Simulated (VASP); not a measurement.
# C (C2/m) in VASP: notebook

C is run at these levels: HSE06; tasks: single point.

Everything below comes from runs of VASP 6.6.1. Logs are shortened: lines on timing, memory, paths and dates and some standing lists are left out, and cuts for length are marked.

## Step 1: The cell of the first run

It takes space group C2/m (No. 12, monoclinic). The conventional cell has a = 4.242 Å, b = 2.449 Å, c = 4.344 Å, α = 90.00°, β = 108.73°, γ = 90.00°. Within 1.9 Å of C (site symmetry m) lie 3 C at 1.41 Å.

## Step 2: Single point, HSE06

Contents of POSCAR:

```
C
1.0
    2.1211553407     -1.2246524976     -0.0056071119
    2.1211553407      1.2246524976     -0.0056071119
   -1.3843057217      0.0000000000      4.1180034483
C
2
Direct
    0.1666680369      0.1666680369      1.0000039934
    0.8333319631      0.8333319631     -0.0000039934
```

Contents of INCAR.step1:

```
PREC = Accurate ; ENCUT = 520
EDIFF = 1E-5 ; ISMEAR = -1
SIGMA = 0.05 ; LREAL = F
LASPH = T ; NELM = 100
ALGO = Normal ; ISIF = 2
LWAVE = T ; GGA = PE
NBANDS = 11
```

Contents of INCAR.step2:

```
PREC = Accurate ; ENCUT = 520
EDIFF = 1E-6 ; ISMEAR = -1
SIGMA = 0.05 ; LREAL = F
LASPH = T ; NELM = 100
ALGO = Normal ; ISIF = 2
LWAVE = F ; LCHARG = T
GGA = PE ; LHFCALC = T
HFSCREEN = 0.2079 ; PRECFOCK = Normal
LELF = T ; LVHAR = T
ISTART = 1 ; NBANDS = 11
```

Contents of KPOINTS:

```
Automatic mesh
0
Gamma
  7 7 4
```

Potentials or basis: VASP PAW PBE potentials, release 64 (C).

Run with:

```sh
$ cat potpaw_PBE.64/C/POTCAR > POTCAR
$ cp INCAR.step1 INCAR
$ mpirun -np 1 vasp_std > vasp.out
$ cp INCAR.step2 INCAR
$ mpirun -np 1 vasp_std > vasp.out
```

OUTCAR:

```text
PREC = Accurate
   ENCUT = 520
   EDIFF = 1E-6
   ISMEAR = -1
   LREAL = F
   LASPH = T
   NELM = 100
   ISIF = 2
   GGA = PE
   LHFCALC = T
   HFSCREEN = 0.2079
   PRECFOCK = Normal
   ISTART = 1

 ion  position               nearest neighbor table
   1  0.167  0.167  0.000-   2 1.41   2 1.41   2 1.41
   2  0.833  0.833  1.000-   1 1.41   1 1.41   1 1.41

  LATTYP: Found a base centered monoclinic cell.
 ALAT       =     4.2423255033
 B/A-ratio  =     0.5773496148
 C/A-ratio  =     1.0240730053
 COS(beta)  =    -0.3211421801

  Lattice vectors:

 A1 = (   2.1211553407,  -1.2246524976,  -0.0056071119)
 A2 = (   2.1211553407,   1.2246524976,  -0.0056071119)
 A3 = (  -1.3843057217,   0.0000000000,   4.1180034483)

Analysis of symmetry for initial positions (statically):
=====================================================================
 Subroutine PRICEL returns:
 Original cell was already a primitive cell.

 Routine SETGRP: Setting up the symmetry group for a
 base centered monoclinic supercell.

 Subroutine GETGRP returns: Found  4 space group operations
 (whereof  4 operations were pure point group operations)
 out of a pool of  4 trial point group operations.

The static configuration has the point symmetry C_2h.

Analysis of symmetry for dynamics (positions and initial velocities):
=====================================================================
 Subroutine PRICEL returns:
 Original cell was already a primitive cell.

 Routine SETGRP: Setting up the symmetry group for a
 base centered monoclinic supercell.

 Subroutine GETGRP returns: Found  4 space group operations
 (whereof  4 operations were pure point group operations)
 out of a pool of  4 trial point group operations.

The dynamic configuration has the point symmetry C_2h.

 Subroutine INISYM returns: Found  4 space group operations
 (whereof  4 operations are pure point group operations),
 and found     1 'primitive' translations

----------------------------------------------------------------------------------------

                                     Primitive cell

  volume of cell :      21.3755

  direct lattice vectors                    reciprocal lattice vectors
     2.121155341 -1.224652498 -0.005607112     0.235930246 -0.408279084  0.079310179
     2.121155341  1.224652498 -0.005607112     0.235930246  0.408279084  0.079310179
    -1.384305722  0.000000000  4.118003448     0.000642490  0.000000000  0.243052104

  length of vectors
     2.449307077  2.449307077  4.344451028     0.478168376  0.478168376  0.243052953

  position of ions in fractional coordinates (direct lattice)
     0.166668037  0.166668037  0.000003993
     0.833331963  0.833331963  0.999996007

  ion indices of the primitive-cell ions
   primitive index   ion index
                 1           1
                 2           2

----------------------------------------------------------------------------------------

 KPOINTS: Automatic mesh

Automatic generation of k-mesh.
 Grid dimensions read from file:
 generate k-points for:    7    7    4

 Generating k-lattice:

  Cartesian coordinates                     Fractional coordinates (reciprocal lattice)
     0.033704321 -0.058325583  0.011330026     0.142857143 -0.000000000  0.000000000
     0.033704321  0.058325583  0.011330026    -0.000000000  0.142857143  0.000000000
     0.000160622  0.000000000  0.060763026     0.000000000  0.000000000  0.250000000

  Length of vectors
     0.068309768  0.068309768  0.060763238

  Shift w.r.t. Gamma in fractional coordinates (k-lattice)
     0.000000000  0.000000000  0.000000000

 Subroutine IBZKPT returns following result:
 ===========================================

 Found     60 irreducible k-points:

 Following reciprocal coordinates:
            Coordinates               Weight
  0.000000  0.000000  0.000000      1.000000
  0.142857 -0.000000  0.000000      4.000000
  0.285714 -0.000000  0.000000      4.000000
  0.428571 -0.000000  0.000000      4.000000
  0.142857  0.142857 -0.000000      2.000000
  0.285714  0.142857  0.000000      4.000000
[... 16 lines left out ...]
 -0.142857 -0.000000  0.250000      4.000000
  0.142857  0.142857  0.250000      2.000000
 [... further k-points ...]
   k-points           NKPTS =     60   k-points in BZ     NKDIM =    196   number of bands    NBANDS=     11
   number of dos      NEDOS =    301   number of ions     NIONS =      2
   total plane-waves  NPLWV =  10368
   dimension x,y,z NGX =    18 NGY =   18 NGZ =   32
   dimension x,y,z NGXF=    36 NGYF=   36 NGZF=   64
   ions per type =               2
   NGX,Y,Z   is equivalent  to a cutoff of  12.22, 12.22, 12.25 a.u.
   NGXF,Y,Z  is equivalent  to a cutoff of  24.43, 24.43, 24.49 a.u.
 SYSTEM =  unknown system
   PREC   = accura    normal or accurate (medium, high low for compatibility)
   ISTART =      1    job   : 0-new  1-cont  2-samecut
   ICHARG =      0    charge: 1-file 2-atom 10-const
   ISPIN  =      1    spin polarized calculation?
   LNONCOLLINEAR =      F non collinear calculations
   LSORBIT =      F    spin-orbit coupling
   LASPH  =      T    aspherical Exc in radial PAW
   ENCUT  =  520.0 eV  38.22 Ry    6.18 a.u.   4.55  4.55  8.08*2*pi/ulx,y,z
   NELM   =    100;   NELMIN=  2; NELMDL=  0     # of ELM steps
   EDIFF  = 0.1E-05   stopping-criterion for ELM
   LREAL  =      F    real-space projection
   EDIFFG = 0.1E-04   stopping-criterion for IOM
   NSW    =      0    number of steps for IOM
   IBRION =     -1    ionic relax: 0-MD 1-quasi-New 2-CG
   NFREE  =      0    steps in history (QN), initial steepest desc. (CG)
   ISIF   =      2    stress and relaxation
   ISYM   =      3    0-nonsym 1-usesym 2-fastsym
   POTIM  = 0.5000    time-step for ionic-motion
   TEBEG  =    0.0;   TEEND  =   0.0 temperature during run
   PSTRESS=    0.0 pullay stress
   NELECT =       8.0000    total number of electrons
   NUPDOWN=      -1.0000    fix difference up-down
   EMIN   =  10.00;   EMAX   =-10.00  energy-range for DOS
   EFERMI =   0.00;   METHOD = LEGACY
   ISMEAR =    -1;   SIGMA  =   0.05  broadening in eV -4-tet -1-fermi 0-gaus
   EFERMI_NEDOS =   21; number of points for ismear=-14 and -15
   IALGO  =     38    algorithm
   IMIX   =      1    mixing-type and parameters
     AMIX     =   0.40;   BMIX     =  1.00
     AMIX_MAG =   1.60;   BMIX_MAG =  1.00
  volume/ion in A,a.u.               =      10.69        72.12
  Fermi-wavevector in a.u.,A,eV,Ry     =   1.179776  2.229453 18.937556  1.391871
  Thomas-Fermi vector in A             =   2.316080
   LORBIT       =      0    0 simple, 1 ext, 2 COOP (PROOUT), +10 PAW based schemes
   GGA     = PE    functional components
   LHFCALC =     T    Hartree Fock is set to
   PRECFOCK=normal    Normal, Fast or Accurate (Low or Medium for compatibility)
   ENCUT4O =  -1.0   cutoff for four orbital integrals eV
   NKREDX  =     1    reduce k-point grid by
   NKREDY  =     1    reduce k-point grid by
   NKREDZ  =     1    reduce k-point grid by
   AEXX    =    0.2500 exact exchange contribution
   HFSCREEN=    0.2079 screening length (either q_TF or 0.3 A-1)
   HFSCREENC=   0.2079 screening length for correlation (either q_TF or 0.3 A-1)
   ENCUTFOCK=  -1.0 apply spherical cutoff to Coloumb kernel
   IVDW    =     0    specifies the selected vdW correction
   LEPSILON=     F    determine dielectric tensor
   LRPA    =     F    only Hartree local field effects (RPA)
 non-spin polarized calculation
  energy-cutoff  :      520.00
  volume of cell :       21.38
 maximum number of plane-waves:       588
 NGX is ok and might be reduce to    18
  NGX = 14; NGY = 14; NGZ = 28

 number of electron       7.9999999 magnetization

 Free energy of the ion-electron system (eV)
  ---------------------------------------------------
  ext. energy  EPLUGINS =         0.00000000
  ---------------------------------------------------
  free energy    TOTEN  =       -21.18920860 eV

  energy without entropy =      -21.18920860  energy(sigma->0) =      -21.18920860

 E-fermi :   2.6211     XC(G=0):  -7.4683

 val. band max:        1.4677398065   @ k =  -0.2857   0.2857   0.0000
 cond. band min:       4.8518690991   @ k =  -0.2857   0.4286   0.2500
 fundamental gap:      3.3841292926
 Fermi energy:         2.6210734981

 k-point     1 :       0.0000    0.0000    0.0000
  band No.  band energies     occupation
      1     -19.1448      2.00000
      2      -5.5581      2.00000
      3      -0.8944      2.00000
      4      -0.8943      2.00000
      5       6.5352      0.00000
      6      12.4865      0.00000
      7      12.4868      0.00000
      8      16.4245      0.00000
      9      17.3755      0.00000
     10      22.1038      0.00000
     11      26.8994      0.00000

 k-point     2 :       0.1429   -0.0000    0.0000
  band No.  band energies     occupation
      1     -18.6118      2.00000
      2      -4.9266      2.00000
      3      -2.8109      2.00000
      4      -1.8575      2.00000
      5       7.2387      0.00000
      6      12.5294      0.00000
      7      14.5767      0.00000
      8      14.6003      0.00000
      9      18.3302      0.00000
     10      22.0423      0.00000
     11      28.2051      0.00000

 k-point     3 :       0.2857   -0.0000    0.0000
  band No.  band energies     occupation
      1     -17.0302      2.00000
      2      -6.7691      2.00000
      3      -3.4807      2.00000
      4      -3.0751      2.00000
      5       9.3185      0.00000
      6      10.5076      0.00000
      7      12.0517      0.00000
      8      19.3548      0.00000
      9      20.2199      0.00000
     10      21.4415      0.00000
     11      25.0848      0.00000
[... 267 lines left out ...]
 k-point    23 :      -0.1429   -0.0000    0.2500
  band No.  band energies     occupation
      1     -18.5950      2.00000
      2      -5.1481      2.00000
      3      -2.8088      2.00000
      4      -1.8603      2.00000
      5       8.1731      0.00000
      6      12.5136      0.00000
      7      14.5738      0.00000
      8      14.5947      0.00000
      9      18.3367      0.00000
     10      19.8837      0.00000
     11      27.5838      0.00000

 k-point    24 :       0.1429    0.1429    0.2500
  band No.  band energies     occupation
      1     -18.5736      2.00000
      2      -5.4111      2.00000
      3      -2.8110      2.00000
      4      -1.8611      2.00000
      5       9.7130      0.00000
      6      12.4978      0.00000
      7      14.5706      0.00000
      8      14.6334      0.00000
      9      17.2620      0.00000
     10      18.3085      0.00000
     11      27.6824      0.00000

 [... further k-points ...]
[... 5 lines left out ...]
  --------------------------------------------------------------------------------------
  -------------------------------------------------------------------------------------
  Total        0.1059879      0.1057759     -0.0088248      0.0000000      0.0000000     -0.0004687
  in kB        7.9442145      7.9283234     -0.6614513      0.0000000      0.0000000     -0.0351338
  external PRESSURE =       5.0703622 kB  Pullay stress =       0.0000000 kB

 VOLUME and BASIS-vectors are now :
 -----------------------------------------------------------------------------
  energy-cutoff  :      520.00
  volume of cell :       21.38
      direct lattice vectors                 reciprocal lattice vectors
     2.121155341 -1.224652498 -0.005607112     0.235930246 -0.408279084  0.079310179
     2.121155341  1.224652498 -0.005607112     0.235930246  0.408279084  0.079310179
    -1.384305722  0.000000000  4.118003448     0.000642490  0.000000000  0.243052104

 POSITION                                       TOTAL-FORCE (eV/Angst)
 -----------------------------------------------------------------------------------
      0.70705      0.00000     -0.00185        -0.000035      0.000000     -0.000756
      2.15095      0.00000      4.10864         0.000035      0.000000      0.000756
 -----------------------------------------------------------------------------------
    total drift:                               -0.000001      0.000001     -0.000000

  FREE ENERGIE OF THE ION-ELECTRON SYSTEM (eV)
  ---------------------------------------------------
  free  energy   TOTEN  =       -21.1892085996 eV

  energy  without entropy=      -21.1892085996  energy(sigma->0) =      -21.18920860
```

Run time: 23 min. Hardware: 1 thread of AMD EPYC 7R43 (Zen 3), shared host; peak memory 0.2 GiB.

Results:

| Item | Value |
| --- | --- |
| Free energy | -21.1892 eV |
| Pressure | 0.5 GPa |

Stress tensor (GPa, compression positive):
```
 0.79  0.00  0.00
 0.00  0.79  0.00
 0.00  0.00 -0.07
```

Caveat: the k points lie up to 0.43 Å⁻¹ apart; this functional lacks dispersion, which binds layers or chains, so the pressure and a relaxed spacing across them are unreliable; the PAW data sets were made with another functional, which shifts forces and pressure a little.

## Step 3: Single point, HSE06

This run uses another cell than the first one, of 8.60 Å³/atom.

Contents of POSCAR:

```
C
1.0
    2.0838934217     -1.2032084158      0.0000000000
    2.0838934217      1.2032084158      0.0000000000
   -1.3509174534      0.0000000000      3.4313236862
C
2
Direct
    0.1666444700      0.1666444700      0.9999069600
    0.8333555300      0.8333555300      0.0000930400
```

Contents of INCAR.step1:

```
SYSTEM = C
ALGO     = Normal         ! electronic algorithm
EDIFF    = 1E-5           ! SCF threshold, eV
ENCUT    = 520            ! plane-wave cutoff, eV
GGA      = PE             ! functional
ISIF     = 2              ! what is computed and relaxed
ISMEAR   = -1             ! smearing method
LASPH    = .TRUE.         ! aspherical terms in the spheres
LREAL    = .FALSE.        ! projectors in reciprocal space
LWAVE    = .TRUE.         ! write WAVECAR
NBANDS   = 11             ! bands
NELM     = 80             ! most SCF steps
PREC     = Accurate       ! precision mode
SIGMA    = 0.05           ! smearing width, eV
```

Contents of INCAR.step2:

```
SYSTEM = C
ALGO     = Normal         ! electronic algorithm
EDIFF    = 1E-6           ! SCF threshold, eV
ENCUT    = 520            ! plane-wave cutoff, eV
GGA      = PE             ! functional
HFSCREEN = 0.2079         ! screening, 1/A
ISIF     = 2              ! what is computed and relaxed
ISMEAR   = -1             ! smearing method
ISTART   = 1            
LASPH    = .TRUE.         ! aspherical terms in the spheres
LCHARG   = .TRUE.         ! write CHGCAR
LELF     = .TRUE.         ! ELF
LHFCALC  = .TRUE.         ! exact exchange
LREAL    = .FALSE.        ! projectors in reciprocal space
LVHAR    = .TRUE.       
LWAVE    = .FALSE.        ! write WAVECAR
NBANDS   = 11             ! bands
NELM     = 80             ! most SCF steps
PREC     = Accurate       ! precision mode
PRECFOCK = Normal       
SIGMA    = 0.05           ! smearing width, eV
```

Contents of KPOINTS:

```
k-points
0
G
  8 8 4
  0 0 0
```

Potentials or basis: VASP PAW PBE potentials, release 64 (C).

Run with:

```sh
$ cat potpaw_PBE.64/C/POTCAR > POTCAR
$ cp INCAR.step1 INCAR
$ mpirun -np 1 vasp_std > vasp.out
$ cp INCAR.step2 INCAR
$ mpirun -np 1 vasp_std > vasp.out
```

Wall time 30 min (1 thread of Intel Xeon 8259CL, shared host); peak memory 0.24 GiB.

It converged, with:

- Free energy: -21.1077 eV
- Pressure: 17.8 GPa
- Largest force: 0.007 eV/Å

Forces in eV/Å, atoms in the order of the input:
```
C   -0.004  0.000  0.005
C    0.004  0.000 -0.005
```

Stress tensor (GPa, compression positive):
```
25.70  0.00 -0.04
 0.00 25.65  0.00
-0.04  0.00  2.06
```

Caveat: the k points lie up to 0.46 Å⁻¹ apart; this functional lacks dispersion, which binds layers or chains, so the pressure and a relaxed spacing across them are unreliable; the PAW data sets were made with another functional, which shifts forces and pressure a little.

## Step 4: Single point, HSE06

This run uses another cell than the first one, of 8.79 Å³/atom.

Contents of POSCAR:

```
C
1.0
    2.0985692110     -1.2116819937      0.0000000000
    2.0985692110      1.2116819937      0.0000000000
   -1.3604312700      0.0000000000      3.4554887337
C
2
Direct
    0.1666444700      0.1666444700      0.9999069600
    0.8333555300      0.8333555300      0.0000930400
```

Contents of INCAR.step1:

```
SYSTEM = C
PREC = Accurate
ENCUT = 520
EDIFF = 1E-5
ISMEAR = -1
SIGMA = 0.05
LREAL = .False.
LASPH = .True.
NELM = 60
ALGO = Normal
ISIF = 2
LWAVE = .True.
LCHARG = .False.
NBANDS = 11
GGA = PE
```

Contents of INCAR.step2:

```
SYSTEM = C
PREC = Accurate
ENCUT = 520
EDIFF = 1E-6
ISMEAR = -1
SIGMA = 0.05
LREAL = .False.
LASPH = .True.
NELM = 60
ALGO = Normal
ISIF = 2
LWAVE = .False.
LCHARG = .False.
GGA = PE
LHFCALC = .True.
HFSCREEN = 0.2079
PRECFOCK = Normal
NBANDS = 11
ISTART = 1
```

Contents of KPOINTS:

```
regular mesh
0
Gamma
  8 8 4
  0 0 0
```

Run with:

```sh
$ cat potpaw_PBE.64/C/POTCAR > POTCAR
$ cp INCAR.step1 INCAR
$ mpirun -np 1 vasp_std > vasp.out
$ cp INCAR.step2 INCAR
$ mpirun -np 1 vasp_std > vasp.out
```

Wall time 26 min (1 thread of Intel Xeon 8259CL, shared host); peak memory 0.24 GiB.

It converged, with:

```yaml
Free_energy: -21.1406 eV
Pressure: 10.9 GPa
Largest_force: 0.007 eV/Å
```

Forces on the atoms (eV/Å):
```
C   -0.004  0.000  0.006
C    0.004  0.000 -0.006
```

Stress tensor (GPa, compression positive):
```
15.37  0.00 -0.04
 0.00 15.32  0.00
-0.04  0.00  1.87
```

Caveat: the k points lie up to 0.45 Å⁻¹ apart; this functional lacks dispersion, which binds layers or chains, so the pressure and a relaxed spacing across them are unreliable; the PAW data sets were made with another functional, which shifts forces and pressure a little.

## Step 5: Summary

| cell | k mesh | pressure (GPa) | largest force (eV/Å) |
| --- | --- | --- | --- |
| a = 2.449, b = 2.449, c = 4.344 Å, angles 106.1, 106.1, 60.0°, 2 atoms, atomic positions A | 7 × 7 × 4 | 0.5 | - |
| a = 2.406, b = 2.406, c = 3.688 Å, angles 108.5, 108.5, 60.0°, 2 atoms, atomic positions B | 8 × 8 × 4 | 17.8 | 0.01 |
| a = 2.423, b = 2.423, c = 3.714 Å, angles 108.5, 108.5, 60.0°, 2 atoms, atomic positions B | 8 × 8 × 4 | 10.9 | 0.01 |

Alike in all rows: task single point; level HSE06; potentials or basis VASP PAW PBE potentials, release 64 (C); no spin polarisation; cutoff (eV) 520; smearing fermi-dirac 0.05 eV.

Caveats: all runs use coarse meshes; this functional lacks dispersion, which binds layers or chains, so the pressure and a relaxed spacing across them are unreliable; the PAW data sets were made with another functional, which shifts forces and pressure a little.

Total energies depend on the potentials used, so only differences within one code and one set of settings carry meaning.
